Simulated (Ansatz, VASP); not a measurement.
## One calculation of ZnO3, two programs

```
CELL_PARAMETERS angstrom
3.39256 0.00000 0.00000
0.00000 3.39256 0.00000
0.00000 0.00000 3.39256
ATOMIC_POSITIONS crystal
Zn 0.00000 0.00000 0.00000
O 0.00000 0.50000 0.50000
O 0.50000 0.00000 0.50000
O 0.50000 0.50000 0.00000
```

Alike in both runs: functional PBE; k mesh 14 × 14 × 14; occupations gaussian, width 0.1 eV; collinear spin.

Ansatz relaxed the structure, and its values are those at the end. VASP's run is a single point on that final structure, the one shown.

```csv
,VASP,Ansatz
version,VASP 6.6.1,Ansatz 0.2.0
potentials or method,"VASP PAW PBE potentials, release 64 (Zn, O), cutoff 520 eV","scalar-relativistic, plane waves, PAW"
valence electrons in the cell,30,30
```

```tsv
	VASP	Ansatz	Ansatz less VASP
gap on the k mesh at the Fermi level (eV)	none	none	-
pressure (GPa)	0.1	0.0	-0.10
net moment per atom (μB)	1.00	1.00	0.000
size of the moment on the site where the two differ most (μB)	1.17	1.32	+0.150
```

Site moments also hang on the region over which each program counts them. A gap of «none» marks a metal or a gap that the smearing closes. The functional is the same, so the differences come from potentials, cutoffs and numerics.
